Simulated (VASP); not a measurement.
# MgO (Periclase) (Fm-3m) in VASP: notebook, part 2 of 2

VASP 6.6.1. Earlier steps stand in the parts before.

## (4) Single point, PBEsol

This run uses another cell than the first one, of 9.36 Å³/atom, 1.069 times its volume.

File INCAR:

```
SYSTEM = MgO
  PREC = Accurate
  ENCUT = 520
  EDIFF = 1E-7
  ISMEAR = 0
  SIGMA = 0.02
  LREAL = .FALSE.
  LASPH = .TRUE.
  NELM = 80
  ALGO = Normal
  ISIF = 2
  LWAVE = .FALSE.
  LCHARG = .FALSE.
  GGA = PS
  NBANDS = 11
```

File KPOINTS:

```
Automatic mesh
0
G
  10 10 10
  0 0 0
```

File POSCAR:

```
MgO
1.0
    0.0000000000      2.1071294959      2.1071294959
    2.1071294959      0.0000000000      2.1071294959
    2.1071294959      2.1071294959      0.0000000000
Mg O
1 1
Direct
    0.0000000000      0.0000000000      0.0000000000
    0.5000000000      0.5000000000      0.5000000000
```

Potentials or basis: VASP PAW PBE potentials, release 64 (Mg, O).

Command:

```bash
> cat potpaw_PBE.64/Mg/POTCAR potpaw_PBE.64/O/POTCAR > POTCAR
> mpirun -np 1 vasp_std > vasp.out
```

OUTCAR:

```text
SYSTEM = MgO
   PREC = Accurate
   ENCUT = 520
   EDIFF = 1E-7
   ISMEAR = 0
   LREAL = .FALSE.
   LASPH = .TRUE.
   NELM = 80
   ISIF = 2
   GGA = PS

 ion  position               nearest neighbor table
   1  0.000  0.000  0.000-   2 2.11   2 2.11   2 2.11   2 2.11   2 2.11   2 2.11
   2  0.500  0.500  0.500-   1 2.11   1 2.11   1 2.11   1 2.11   1 2.11   1 2.11

  LATTYP: Found a face centered cubic cell.
 ALAT       =     4.2142589918

  Lattice vectors:

 A1 = (   0.0000000000,   2.1071294959,   2.1071294959)
 A2 = (   2.1071294959,   0.0000000000,   2.1071294959)
 A3 = (   2.1071294959,   2.1071294959,   0.0000000000)
[... 514 lines left out ...]
      8      21.0801      0.00000
      9      21.2842      0.00000
     10      27.7990      0.00000
     11      29.9172      0.00000

 [... further k-points ...]
[... 5 lines left out ...]
  --------------------------------------------------------------------------------------
  -------------------------------------------------------------------------------------
  Total       -0.0601051     -0.0601051     -0.0601051     -0.0000000      0.0000000     -0.0000000
  in kB       -5.1465768     -5.1465768     -5.1465768     -0.0000000      0.0000000     -0.0000000
  external PRESSURE =      -5.1465768 kB  Pullay stress =       0.0000000 kB

 VOLUME and BASIS-vectors are now :
 -----------------------------------------------------------------------------
  energy-cutoff  :      520.00
  volume of cell :       18.71
      direct lattice vectors                 reciprocal lattice vectors
     0.000000000  2.107129496  2.107129496    -0.237289640  0.237289640  0.237289640
     2.107129496  0.000000000  2.107129496     0.237289640 -0.237289640  0.237289640
     2.107129496  2.107129496  0.000000000     0.237289640  0.237289640 -0.237289640

 POSITION                                       TOTAL-FORCE (eV/Angst)
 -----------------------------------------------------------------------------------
      0.00000      0.00000      0.00000         0.000000      0.000000     -0.000000
      2.10713      2.10713      2.10713        -0.000000     -0.000000      0.000000
 -----------------------------------------------------------------------------------
    total drift:                               -0.000000     -0.000000      0.000000

  FREE ENERGIE OF THE ION-ELECTRON SYSTEM (eV)
  ---------------------------------------------------
  free  energy   TOTEN  =       -12.5124670379 eV

  energy  without entropy=      -12.5124670379  energy(sigma->0) =      -12.51246704
```

stdout:

```text
POSCAR found type information on POSCAR MgO
 POSCAR found :  2 types and       2 ions
 scaLAPACK will be used
 -----------------------------------------------------------------------------
|                                                                             |
|                                                                             |
|     You enforced a specific xc type in the INCAR file but a different       |
|     I HOPE YOU KNOW WHAT YOU ARE DOING!                                     |
|                                                                             |
 -----------------------------------------------------------------------------

 LDA part: xc-table for (Slater+PW92), standard interpolation
 POSCAR, INCAR and KPOINTS ok, starting setup
 FFT: planning ... GRIDC
 FFT: planning ... GRID_SOFT
 FFT: planning ... GRID
 WAVECAR not read
 entering main loop
```

It took 5.8 s on 1 thread of AMD EPYC 9R45 (Zen 5), shared host; peak memory 0.11 GiB.

What came out:

```
Free energy            : -12.5125 eV
Pressure               : -0.5 GPa
Band gap on the k mesh : 4.62 eV, direct
```

Caveat: the PAW data sets were made with another functional, which shifts forces and pressure a little.

## (5) Single point, PBEsol

This run uses another cell than the first one, of 9.36 Å³/atom, 1.069 times its volume.

File INCAR:

```
ALGO = Normal
EDIFF = 1E-7
ENCUT = 520
GGA = PS
ISIF = 2
ISMEAR = 0
LASPH = True
LCHARG = False
LREAL = False
LWAVE = False
NBANDS = 11
NELM = 80
PREC = Accurate
SIGMA = 0.02
```

File KPOINTS:

```
k-points
0
Gamma
  10 10 10
```

POSCAR is that of step 4.

Command:

```bash
> cat potpaw_PBE.64/Mg/POTCAR potpaw_PBE.64/O/POTCAR > POTCAR
> mpirun -np 1 vasp_std > vasp.out
```

It took 3.9 s on 1 thread of Intel Xeon 6975P-C (Granite Rapids), shared host; peak memory 0.14 GiB.

The run converged. Its results:

- Free energy: -12.5125 eV
- Pressure: -0.5 GPa
- Band gap on the k mesh: 4.62 eV, direct

Levels at points of the mesh, in eV from the valence-band top:
```tsv
k point	band 1	band 2	band 3	band 4	band 5	band 6	band 7	band 8	band 9
(0.00, 0.00, 0.00)	-17.20	0.00	0.00	0.00	4.62	15.62	15.62	15.62	19.46
(0.50, 0.00, 0.00)	-15.89	-4.67	-0.66	-0.66	7.73	12.49	16.16	16.16	20.74
(0.50, 0.50, 0.00)	-15.62	-4.14	-1.36	-1.36	8.92	9.86	12.96	18.82	18.82
```

Caveat: the PAW data sets were made with another functional, which shifts forces and pressure a little.

## (6) Single point, PBEsol

This run uses another cell than the first one, of 8.70 Å³/atom, 0.994 times its volume.

File INCAR:

```
SYSTEM = MgO
PREC = Accurate
ENCUT = 520
EDIFF = 1E-6
ISMEAR = 0
SIGMA = 0.01
LREAL = .False.
LASPH = .True.
NELM = 80
ALGO = Normal
ISIF = 2
LWAVE = .False.
LCHARG = .False.
GGA = PS
NBANDS = 11
```

File KPOINTS:

```
regular mesh
0
Gamma
  10 10 10
  0 0 0
```

File POSCAR:

```
MgO
1.0
    0.0000000000      2.0566416599      2.0566416599
    2.0566416599      0.0000000000      2.0566416599
    2.0566416599      2.0566416599      0.0000000000
Mg O
1 1
Direct
    0.0000000000      0.0000000000      0.0000000000
    0.5000000000      0.5000000000      0.5000000000
```

Potentials or basis: VASP PAW PBE potentials, release 64 (Mg, O).

Command:

```bash
> cat potpaw_PBE.64/Mg/POTCAR potpaw_PBE.64/O/POTCAR > POTCAR
> mpirun -np 1 vasp_std > vasp.out
```

Run time: 5.4 s. Hardware: 1 thread of Intel Xeon Platinum 8488C (Sapphire Rapids), shared host; peak memory 0.14 GiB.

Results (log left out):

```
Free energy            : -12.4631 eV
Pressure               : 12.9 GPa
Band gap on the k mesh : 5.35 eV, direct
```

Levels at points of the mesh, in eV from the valence-band top:
```tsv
k point	band 1	band 2	band 3	band 4	band 5	band 6	band 7	band 8
(0.00, 0.00, 0.00)	-17.59	0.00	0.00	0.00	5.35	16.02	16.02	16.02
(0.50, 0.00, 0.00)	-16.08	-5.01	-0.75	-0.75	8.20	13.32	16.91	16.91
(0.50, 0.50, 0.00)	-15.80	-4.45	-1.47	-1.47	8.99	10.66	13.74	19.95
```

Caveat: the PAW data sets were made with another functional, which shifts forces and pressure a little. Expect the measured gap to be larger: semilocal functionals such as PBEsol lack the derivative discontinuity.

## (7) The runs side by side

```tsv
task	cell	cutoff (eV)	smearing	gap on the mesh (eV)	pressure (GPa)
single point	a = 2.915 Å, angles 60.0°, 2 atoms	520	gaussian 0.01 eV	5.29	11.6
relaxation of cell and atoms	relaxed to 12 GPa from a = 2.915 Å, angles 60.0°, 2 atoms	600	gaussian 0.01 eV	5.32	12.0
single point	a = 2.980 Å, angles 60.0°, 2 atoms	520	gaussian 0.02 eV	4.62	-0.5
single point	a = 2.909 Å, angles 60.0°, 2 atoms	520	gaussian 0.01 eV	5.35	12.9
```

Alike in all rows: level PBEsol; potentials or basis VASP PAW PBE potentials, release 64 (Mg, O); no spin polarisation; k mesh 10 × 10 × 10.

Caveats: the PAW data sets were made with another functional, which shifts forces and pressure a little; the cell is relaxed towards a set pressure, so the enthalpy falls and the energy may rise (some runs).

Total energies depend on the potentials used, so only differences within one code and one set of settings carry meaning.

## (8) Comparison with measurements

Step 4. Against the measured gap of MgO, 7.83 eV (quoted in “Electronic structure of alkaline earth and post-transition metal oxides”, 2009, arxiv:0908.1581), the calculated 4.62 eV is off by -3.21 eV. The value is that of PBEsol, without temperature or zero-point motion. Semilocal functionals fall short of measured gaps as a rule.

Step 5. Against the measured gap of MgO, 7.83 eV (quoted in “Electronic structure of alkaline earth and post-transition metal oxides”, 2009, arxiv:0908.1581), the calculated 4.62 eV is off by -3.21 eV. The value is that of PBEsol, without temperature or zero-point motion. Semilocal functionals fall short of measured gaps as a rule.
